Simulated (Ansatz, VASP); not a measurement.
**One calculation of Cd2S, two programs**

Contents of POSCAR:

```
Cd2S
1.0
    3.9626700490      0.0000000000      0.0000000000
   -1.9813350245      3.4317729293      0.0000000000
    0.0000000000      0.0000000000      5.8091920000
Cd S
2 1
Direct
    0.3333333333      0.6666666667      0.9327170000
    0.6666666667      0.3333333333      0.5787350000
    0.3333333333      0.6666666667      0.3657050000
```

Contents of INCAR.step1:

```
SYSTEM = Cd2S
ALGO     = Normal         ! electronic algorithm
EDIFF    = 1E-5           ! SCF threshold, eV
ENCUT    = 520            ! plane-wave cutoff, eV
GGA      = PE             ! functional
ISIF     = 2              ! what is computed and relaxed
ISMEAR   = -1             ! smearing method
LASPH    = .True.         ! aspherical terms in the spheres
LCHARG   = .False.        ! write CHGCAR
LREAL    = .False.        ! projectors in reciprocal space
LWAVE    = .True.         ! write WAVECAR
NBANDS   = 22             ! bands
NELM     = 100            ! most SCF steps
PREC     = Accurate       ! precision mode
SIGMA    = 0.05           ! smearing width, eV
```

File INCAR.step2:

```
SYSTEM = Cd2S
AEXX     = 0.2            ! exact-exchange fraction
ALGO     = Normal         ! electronic algorithm
EDIFF    = 1E-7           ! SCF threshold, eV
ENCUT    = 520            ! plane-wave cutoff, eV
GGA      = PE             ! functional
HFSCREEN = 0.2            ! screening, 1/A
ISIF     = 2              ! what is computed and relaxed
ISMEAR   = -1             ! smearing method
ISTART   = 1            
LASPH    = .True.         ! aspherical terms in the spheres
LCHARG   = .False.        ! write CHGCAR
LHFCALC  = .True.         ! exact exchange
LREAL    = .False.        ! projectors in reciprocal space
LWAVE    = .False.        ! write WAVECAR
NBANDS   = 22             ! bands
NELM     = 100            ! most SCF steps
PREC     = Accurate       ! precision mode
PRECFOCK = Normal       
SIGMA    = 0.05           ! smearing width, eV
```

The input KPOINTS:

```
k-points
0
Gamma
  4 4 3
  0 0 0
```

File input.yaml:

```yaml
crystal:
  lattice:
    - [3.962670049, 0.0, 0.0]
    - [-1.9813350245, 3.4317729293, 0.0]
    - [0.0, 0.0, 5.809192]
  atoms:
    - { symbol: Cd, position: [0.3333333333, 0.6666666667, 0.932717] }
    - { symbol: Cd, position: [0.6666666667, 0.3333333333, 0.578735] }
    - { symbol: S, position: [0.3333333333, 0.6666666667, 0.365705] }
hamiltonian:
  xc: { exchange: pbe, correlation: pbe, exx: { coeff: 0.2, omega: 0.2 } }
  pseudopotentials: { kind: paw }
kpoints:
  mp_grid: { grid: [4, 4, 3] }
scf:
  occupations: { method: fermi_dirac, width: 0.05 }
output:
  forces: true
  stress: true
  eigenvalues: true
```

Alike in both runs: task single point; functional PBE-based screened hybrid; k mesh 4 × 4 × 3; occupations fermi-dirac, width 0.05 eV; no spin polarisation.

```csv
,VASP,Ansatz
version,VASP 6.6.1,Ansatz 0.2.0
potentials or method,"VASP PAW PBE potentials, release 64 (Cd, S)",Ansatz PAW
plane-wave cutoff (eV),520,420
valence electrons in the cell,30,46
```

Ansatz gave:

| Quantity | Value |
| --- | --- |
| gap on the k mesh at the Fermi level (eV) | 1.08 |
| least direct gap on the mesh (eV) | 1.75 |
| pressure (GPa) | -1.2 |
| rms of the force components (eV/Å) | 0.088 |

Q: Which values does VASP return?

A: gap on the k mesh at the Fermi level (eV): 1.08; least direct gap on the mesh (eV): 1.76; pressure (GPa): -1.0; rms of the force components (eV/Å): 0.079.

VASP's potentials were made for PBE, not for PBE-based screened hybrid. Atom by atom the forces differ by 0.009 eV/Å (rms over components). With one functional, cell and mesh, what is left measures potentials, basis and numerics. VASP's potentials hold 30 valence electrons a cell and Ansatz's 46, so a difference there can come from the potentials and not from the codes.

The k mesh is coarse, so the values compare programs but aren't converged. Noted on Ansatz's run: odd divisions of the mesh miss points on the zone boundary, where band edges often lie, so the gap on the mesh can be too wide.
